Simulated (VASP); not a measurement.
A run of VASP 6.6.1:

INCAR

```
  ALGO = Normal
  EDIFF = 1E-8
  ENCUT = 520
  GGA = PS
  ISIF = 2
  ISMEAR = -1
  LASPH = T
  LCHARG = F
  LEFG = T
  LREAL = F
  LWAVE = F
  NBANDS = 12
  NELM = 100
  PREC = Accurate
  SIGMA = 0.03
```

The input KPOINTS:

```
k-points
0
Gamma
  12 12 12
```

The input POSCAR:

```
Sc
1.0
    0.0000000000      2.2780432448      2.2780432448
    2.2780432448      0.0000000000      2.2780432448
    2.2780432448      2.2780432448      0.0000000000
Sc
1
Direct
    0.0000000000      0.0000000000      0.0000000000
```

Potentials or basis: VASP PAW PBE potentials, release 64 (Sc_sv).

The run is started by

```sh
$ cat potpaw_PBE.64/Sc_sv/POTCAR > POTCAR
$ mpirun -np 1 vasp_std > vasp.out
```

Hardware: 1 thread of Intel(R) Xeon(R) Platinum 8375C CPU @ 2.90GHz (Ice Lake), on a shared host.

Q: How long does it take, and how much memory?

A: It took 8.7 s on 1 thread of Intel(R) Xeon(R) Platinum 8375C CPU @ 2.90GHz (Ice Lake), with other jobs on the host, peak memory 0.14 GiB. Counts: scf iterations 14, k points 72.
